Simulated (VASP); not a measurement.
Input of a VASP 6.6.1 run:

INCAR

```
SYSTEM = Si
ALGO = Normal
EDIFF = 1E-6
ENCUT = 500
GGA = PE
GGA_COMPAT = .False.
ISIF = 2
ISMEAR = 0
LASPH = .True.
LCHARG = .False.
LREAL = Auto
LWAVE = .False.
NBANDS = 141
NELM = 120
PREC = Accurate
SIGMA = 0.01
```

Contents of KPOINTS:

```
k-points
0
Gamma
  2 2 2
  0 0 0
```

The input POSCAR:

```
Si
1.0
   -8.2051406323      0.0000000000      8.2051406323
   -8.2051406323     -8.2051406323      0.0000000000
    0.0000000000     -8.2051406323      8.2051406323
Si
54
Direct
    0.2500000000      0.9166666667      0.2500000000
    0.2500000000      0.5833333333      0.2500000000
    0.2500000000      0.2500000000      0.2500000000
    0.2500000000      0.9166666667      0.5833333333
    0.2500000000      0.5833333333      0.5833333333
    0.2500000000      0.2500000000      0.5833333333
    0.2500000000      0.9166666667      0.9166666667
    0.2500000000      0.5833333333      0.9166666667
    0.2500000000      0.2500000000      0.9166666667
    0.5833333333      0.9166666667      0.2500000000
    0.5833333333      0.5833333333      0.2500000000
    0.5833333333      0.2500000000      0.2500000000
    0.5833333333      0.9166666667      0.5833333333
    0.5833333333      0.5833333333      0.5833333333
    0.5833333333      0.2500000000      0.5833333333
    0.5833333333      0.9166666667      0.9166666667
    0.5833333333      0.5833333333      0.9166666667
    0.5833333333      0.2500000000      0.9166666667
    0.9166666667      0.9166666667      0.2500000000
    0.9166666667      0.5833333333      0.2500000000
    0.9166666667      0.2500000000      0.2500000000
    0.9166666667      0.9166666667      0.5833333333
    0.9166666667      0.5833333333      0.5833333333
    0.9166666667      0.2500000000      0.5833333333
    0.9166666667      0.9166666667      0.9166666667
    0.9166666667      0.5833333333      0.9166666667
    0.9166666667      0.2500000000      0.9166666667
    0.1666666667      0.1666666667      0.1666666667
    0.1666666667      0.8333333333      0.1666666667
    0.1666666667      0.5000000000      0.1666666667
    0.1666666667      0.1666666667      0.5000000000
    0.1666666667      0.8333333333      0.5000000000
    0.1666666667      0.5000000000      0.5000000000
    0.1666666667      0.1666666667      0.8333333333
    0.1666666667      0.8333333333      0.8333333333
    0.1666666667      0.5000000000      0.8333333333
    0.5000000000      0.1666666667      0.1666666667
    0.5000000000      0.8333333333      0.1666666667
    0.5000000000      0.5000000000      0.1666666667
    0.5000000000      0.1666666667      0.5000000000
    0.5000000000      0.8333333333      0.5000000000
    0.5000000000      0.5000000000      0.5000000000
    0.5000000000      0.1666666667      0.8333333333
    0.5000000000      0.8333333333      0.8333333333
    0.5000000000      0.5000000000      0.8333333333
    0.8333333333      0.1666666667      0.1666666667
    0.8333333333      0.8333333333      0.1666666667
    0.8333333333      0.5000000000      0.1666666667
    0.8333333333      0.1666666667      0.5000000000
    0.8333333333      0.8333333333      0.5000000000
    0.8333333333      0.5000000000      0.5000000000
    0.8333333333      0.1666666667      0.8333333333
    0.8333333333      0.8333333333      0.8333333333
    0.8333333333      0.5000000000      0.8333333333
```

Potentials or basis: VASP PAW PBE potentials, release 64 (Si).

Launch:

```sh
$ cat potpaw_PBE.64/Si/POTCAR > POTCAR
$ mpirun -np 1 vasp_std > vasp.out
```

(1) Estimate the pressure.

(2) Estimate the band gap on the k mesh.

Answers

(1) 0.0 GPa.

(2) 0.75 eV.
